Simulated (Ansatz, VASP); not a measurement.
## Two plane-wave programs on FeNi

```
Fe Ni
1.0
     2.53300    0.00000    0.00000
     0.00000    2.53300    0.00000
     0.00000    0.00000    3.58200
Fe Ni
1 1
Direct
  0.00000 0.00000 0.00000
  0.50000 0.50000 0.50000
```

Alike in both runs: task single point; functional r2SCAN; k mesh 8 × 8 × 6; occupations gaussian, width 0.1 eV; collinear spin.

```csv
,VASP,Ansatz
version,VASP 6.6.1,Ansatz 0.2.0
potentials or method,"VASP PAW PBE potentials, release 64 (Fe, Ni), cutoff 520 eV","scalar-relativistic, plane waves, PAW"
valence electrons in the cell,18,34
```

Ansatz gave:

| Quantity | Value |
| --- | --- |
| gap on the k mesh at the Fermi level (eV) | none |
| pressure (GPa) | -6.5 |
| traceless stress, the component that is largest in VASP (GPa) | 0.18 |
| net moment per atom (μB) | 1.72 |
| size of the moment on the site where the two differ most (μB) | 0.71 |

Which values does VASP return?

gap on the k mesh at the Fermi level (eV): none; pressure (GPa): -6.4; traceless stress, the component that is largest in VASP (GPa): 0.24; net moment per atom (μB): 1.72; size of the moment on the site where the two differ most (μB): 0.62.

VASP's potentials were made for PBE, not for r2SCAN. Site moments also hang on the region over which each program counts them. A gap of «none» marks a metal or a gap that the smearing closes. VASP's potentials hold 18 valence electrons a cell and Ansatz's 34, so a difference there can come from the potentials and not from the codes. Ansatz's warnings: stability check not made.
